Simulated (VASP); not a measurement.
Ca: single point with BLYP

Crystal: Ca.

```
CELL_PARAMETERS angstrom
-2.19192 2.19192 2.19192
2.19192 -2.19192 2.19192
2.19192 2.19192 -2.19192
ATOMIC_POSITIONS crystal
Ca 0.00000 0.00000 0.00000
```

```json
{"Program": "VASP 6.6.1", "Task": "single point", "Functional": "BLYP", "Potentials or basis": "VASP PAW PBE potentials, release 64 (Ca_sv)", "Cutoff": "520 eV", "k mesh": "8 × 8 × 8", "Occupations": "fermi-dirac, width 0.05 eV", "Spin": "no spin polarisation"}
```

```
Pressure               : 0.0 GPa
Band gap on the k mesh : zero (band 5 reaches 2.78 eV, above the bottom of band 6 at 2.42 eV)
```

Levels at points of the mesh, in eV from the Fermi level:
```csv
k point,band 1,band 2,band 3,band 4,band 5,band 6,band 7,band 8,band 9,band 10
"(0.00, 0.00, 0.00)",-42.03,-23.07,-23.07,-23.07,-4.02,2.11,2.11,2.11,3.13,3.13
"(0.50, 0.00, 0.00)",-42.02,-23.21,-23.12,-23.07,-0.93,0.08,1.20,3.04,3.39,4.14
"(0.50, 0.50, 0.50)",-42.01,-23.17,-23.17,-23.17,-0.02,-0.02,3.92,3.92,3.92,4.01
```

It took 11 s on 1 thread of Intel(R) Xeon(R) Platinum 8488C (Sapphire Rapids) (shared host), peak memory 0.15 GiB.

Caveat: the PAW data sets were made with another functional, which shifts forces and pressure a little.
